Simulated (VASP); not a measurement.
Ti, 2 atoms in the cell. The structure is orthorhombic, space group Cmme (No. 67). Conventional cell: a = 3.282 Å, b = 4.641 Å, c = 4.641 Å, α = 90.00°, β = 90.00°, γ = 90.00°. Within 3.5 Å of Ti (site symmetry mm2) lie 14 Ti at 2.64 to 3.46 Å.  This cell differs from its parent crystal: atoms displaced along a vibrational mode.

```yaml
Program: VASP 6.6.1
Task: single point
Functional: PBEsol
Potentials_or_basis: VASP PAW PBE potentials, release 64 (Ti_sv)
Cutoff: 520 eV
k_mesh: 18 × 18 × 10
Occupations: gaussian, width 0.15 eV
Spin: no spin polarisation
Dipole_correction: no
Further_INCAR_settings: ALGO = Fast; EDIFF = 1e-06; NBANDS = 19
```

Potentials or basis: VASP PAW PBE potentials, release 64 (Ti_sv).

Command:

```sh
$ cat potpaw_PBE.64/Ti_sv/POTCAR > POTCAR
$ mpirun -np 1 vasp_std > vasp.out
```

Hardware: 1 thread of Intel Xeon 8259CL (shared host).

Estimate the wall time of this run.

It took 21 min on 1 thread of Intel Xeon 8259CL (shared host), peak memory 0.4 GiB. Counts: scf iterations 38, k points 546.
